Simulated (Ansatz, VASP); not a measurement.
**Two plane-wave programs on Al2Cu**

Contents of INCAR:

```
SYSTEM = Al2Cu
ALGO = Fast
EDIFF = 1E-7
ENCUT = 520
GGA = PE
ISIF = 2
ISMEAR = 0
LASPH = .True.
LCHARG = .True.
LELF = .True.
LREAL = .False.
LVHAR = .True.
LWAVE = .False.
NBANDS = 16
NELM = 60
PREC = Accurate
SIGMA = 0.15
```

Contents of KPOINTS:

```
k-points
0
Gamma
  14 14 14
  0 0 0
```

File POSCAR:

```
Al2Cu
1.0
   -2.0446004822      2.0446004822      3.0937994815
    2.0446004822     -2.0446004822      3.0937994815
    2.0446004822      2.0446004822     -3.0937994815
Al Cu
2 1
Direct
    0.7448122042      0.2448122042      0.5000000000
    0.2551877958      0.7551877958      0.5000000000
    0.5000000000      0.5000000000      0.0000000000
```

Input for Ansatz:

```yaml
crystal:
  lattice:
    - [-2.0446004822, 2.0446004822, 3.0937994815]
    - [2.0446004822, -2.0446004822, 3.0937994815]
    - [2.0446004822, 2.0446004822, -3.0937994815]
  atoms:
    - { symbol: Al, position: [0.7448122042, 0.2448122042, 0.5] }
    - { symbol: Al, position: [0.2551877958, 0.7551877958, 0.5] }
    - { symbol: Cu, position: [0.5, 0.5, 0.0] }
basis:
  ecutwfc: 520.0
kpoints:
  mp_grid: { grid: [14, 14, 14] }
hamiltonian:
  xc: pbe
  pseudopotentials: { kind: paw, azcp: { folder: soft_1 } }
scf:
  occupations: { method: gaussian, width: 0.15 }
output:
  forces: true
  stress: true
  eigenvalues: true
```

Change from the starting cell: mode 9 frozen in at -0.030 Å, normal strain along z +0.0700.

Alike in both runs: task single point; functional PBE; k mesh 14 × 14 × 14; occupations gaussian, width 0.15 eV; no spin polarisation.

```csv
,VASP,Ansatz
version,VASP 6.6.1,Ansatz 0.2.0
potentials or method,"VASP PAW PBE potentials, release 64 (Al, Cu), cutoff 520 eV","scalar-relativistic, plane waves, PAW"
valence electrons in the cell,17,25
```

Ansatz gave:

```
gap on the k mesh at the Fermi level (eV)                     : none
pressure (GPa)                                                : -5.3
traceless stress, the component that is largest in VASP (GPa) : -2.97
rms of the force components (eV/Å)                            : 0.053
```

What did VASP give for the same quantities?

gap on the k mesh at the Fermi level (eV): none; pressure (GPa): -5.0; traceless stress, the component that is largest in VASP (GPa): -2.92; rms of the force components (eV/Å): 0.053.

Atom by atom the forces differ by 0.000 eV/Å (rms over components). A gap of «none» marks a metal or a gap that the smearing closes. VASP's potentials hold 17 valence electrons a cell and Ansatz's 25, so a difference there can come from the potentials and not from the codes.
